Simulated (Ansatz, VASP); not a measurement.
# Rh in VASP and in Ansatz

```
Rh
1.0
     2.68874    0.00000    0.00000
    -1.34437    2.32851    0.00000
     0.00000    0.00000    4.32902
Rh
2
Cartesian
  1.3444 0.7762 3.2468
  0.0000 1.5523 1.0823
```

Alike in both runs: task relaxation of cell and atoms; functional PBEsol; k mesh 18 × 18 × 10; occupations fermi-dirac, width 0.15 eV; no spin polarisation.

|  | VASP | Ansatz |
| --- | --- | --- |
| version | VASP 6.6.1 | Ansatz 0.2.0 |
| potentials or method | VASP PAW PBE potentials, release 64 (Rh_pv), cutoff 600 eV | scalar-relativistic, plane waves, PAW |
| valence electrons in the cell | 30 | 34 |

|  | VASP | Ansatz | Ansatz less VASP |
| --- | --- | --- | --- |
| gap on the k mesh at the Fermi level, each at its own relaxed structure (eV) | none | none | - |
| relaxed volume (Å³/atom) | 13.59 | 13.60 | +0.009 |
| relaxed cell length with the largest relative difference (Å) | 2.691 | 2.692 | +0.0006 |

VASP's potentials were made for PBE, not for PBEsol. A gap of «none» marks a metal or a gap that the smearing closes. VASP's potentials hold 30 valence electrons a cell and Ansatz's 34, so a difference there can come from the potentials and not from the codes.
